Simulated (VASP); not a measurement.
Input of a VASP 6.6.1 run:

Contents of POSCAR:

```
InAs
1.0
    0.0000000000      2.8773040000      2.8773040000
    2.8773040000      0.0000000000      2.8773040000
    2.8773040000      2.8773040000      0.0000000000
In As
1 1
Direct
    0.5000000000      0.5000000000      0.5000000000
    0.0000000000      0.0000000000      0.0000000000
```

The input INCAR.step1:

```
PREC = Accurate
ENCUT = 520
ISMEAR = 0
SIGMA = 0.1
LREAL = F
LASPH = T
NELM = 100
NBANDS = 16
GGA = PE
ALGO = Normal
EDIFF = 1E-4
LWAVE = T
LCHARG = F
```

Contents of INCAR.step2:

```
PREC = Accurate
ENCUT = 520
EDIFF = 1E-6
ISMEAR = 0
SIGMA = 0.1
LREAL = F
LASPH = T
NELM = 100
ALGO = Normal
ISIF = 2
LWAVE = F
LCHARG = T
METAGGA = R2SCAN
LMIXTAU = T
LELF = T
LVHAR = T
NBANDS = 16
ISTART = 1
```

Contents of KPOINTS:

```
regular mesh
0
Gamma
  6 6 6
```

Potentials or basis: VASP PAW PBE potentials, release 64 (In_d, As).

Run with:

```sh
$ cat potpaw_PBE.64/In_d/POTCAR potpaw_PBE.64/As/POTCAR > POTCAR
$ cp INCAR.step1 INCAR
$ mpirun -np 1 vasp_std > vasp.out
$ cp INCAR.step2 INCAR
$ mpirun -np 1 vasp_std > vasp.out
```

What does it give for the band gap on the k mesh?

Zero (band 9 reaches 6.08 eV, above the bottom of band 10 at 3.42 eV).

What does it give for the pressure?

-2.1 GPa.

Caveat: the PAW data sets were made with another functional, which shifts forces and pressure a little; spin-orbit coupling is left out, which moves the levels of the heavy elements.
